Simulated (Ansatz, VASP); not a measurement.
**Two plane-wave programs on Ta3N4**

Contents of INCAR:

```
PREC = Accurate
ENCUT = 520
EDIFF = 1E-6
ISMEAR = 0
SIGMA = 0.1
LREAL = F
LASPH = T
NELM = 60
ALGO = Normal
ISIF = 2
LWAVE = F
LCHARG = F
GGA = PE
NBANDS = 36
```

File KPOINTS:

```
regular mesh
0
Gamma
  4 4 4
```

The input POSCAR:

```
Ta3N4
1.0
    4.6114360600      0.0000000000      0.0000000000
    0.0000000000      4.6114360600      0.0000000000
    0.0000000000      0.0000000000      4.6114360600
Ta N
3 4
Direct
    0.0000000000      0.0000000000      0.5000000000
    0.5000000000      0.0000000000      0.0000000000
    0.0000000000      0.5000000000      0.0000000000
    0.7237776700      0.2762223300      0.2762223300
    0.2762223300      0.7237776700      0.2762223300
    0.2762223300      0.2762223300      0.7237776700
    0.7237776700      0.7237776700      0.7237776700
```

Input for Ansatz:

```yaml
crystal:
  lattice:
    - [4.61143606, 0.0, 0.0]
    - [0.0, 4.61143606, 0.0]
    - [0.0, 0.0, 4.61143606]
  atoms:
    - { symbol: Ta, position: [0.0, 0.0, 0.5] }
    - { symbol: Ta, position: [0.5, 0.0, 0.0] }
    - { symbol: Ta, position: [0.0, 0.5, 0.0] }
    - { symbol: "N", position: [0.72377767, 0.27622233, 0.27622233] }
    - { symbol: "N", position: [0.27622233, 0.72377767, 0.27622233] }
    - { symbol: "N", position: [0.27622233, 0.27622233, 0.72377767] }
    - { symbol: "N", position: [0.72377767, 0.72377767, 0.72377767] }
basis:
  ecutwfc: 420
kpoints:
  mp_grid: { grid: [4, 4, 4] }
hamiltonian:
  xc: pbe
scf:
  occupations: { method: gaussian, width: 0.1 }
  lower_state_search: "off"
output:
  forces: true
  stress: true
  eigenvalues: true
```

Change from the starting cell: species swapped into the Si3As4 type (P-43m, No. 215).

Alike in both runs: task single point; functional PBE; k mesh 4 × 4 × 4; occupations gaussian, width 0.1 eV; no spin polarisation.

|  | VASP | Ansatz |
| --- | --- | --- |
| version | VASP 6.6.1 | Ansatz 0.2.0 |
| potentials or method | VASP PAW PBE potentials, release 64 (Ta_pv, N), cutoff 520 eV | scalar-relativistic, plane waves, PAW |
| valence electrons in the cell | 53 | 59 |

Ansatz gave:

```
gap on the k mesh at the Fermi level (eV) : none
pressure (GPa)                            : -11.0
rms of the force components (eV/Å)        : 1.088
```

Problem. What did VASP give for the same quantities?

Solution. gap on the k mesh at the Fermi level (eV): none; pressure (GPa): -10.6; rms of the force components (eV/Å): 1.069.

Atom by atom the forces differ by 0.018 eV/Å (rms over components). A gap of «none» marks a metal or a gap that the smearing closes. VASP's potentials hold 53 valence electrons a cell and Ansatz's 59, so a difference there can come from the potentials and not from the codes.

Spin-orbit coupling is off throughout.
